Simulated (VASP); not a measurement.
Crystal: GaN (rocksalt type).

```
Ga N
1.0
    -0.02134    2.13412    2.13412
     2.13412   -0.02134    2.13412
     2.11278    2.11278    0.00000
Ga N
1 1
Direct
  0.00000 0.00000 0.00000
  0.50000 0.50000 0.50000
```

This cell differs from its parent crystal: xy shear strain of -2 %.

Base run:

- Program: VASP 6.6.1
- Functional: PBE
- Potentials or basis: VASP PAW PBE potentials, release 64 (Ga_d, N)
- Cutoff: 520 eV
- k mesh: 13 × 13 × 13
- Occupations: fermi-dirac, width 0.05 eV
- Spin: no spin polarisation

Its results: band gap on the k mesh 0.42 eV, indirect (least direct gap 2.25 eV); pressure 0.8 GPa.

Q: The run is repeated on the same cell with these changes: k mesh from 13 × 13 × 13 to 13 × 13 × 13, shifted; further incar settings from ALGO = Normal; EDIFF = 1e-06; NBANDS = 16 to ALGO = Normal; EDIFF = 1e-08; NBANDS = 16; ISYM = 0. What comes out?

A: Band gap on the k mesh 0.55 eV, indirect (least direct gap 2.53 eV); pressure 0.8 GPa.

A k mesh can miss the band edges.
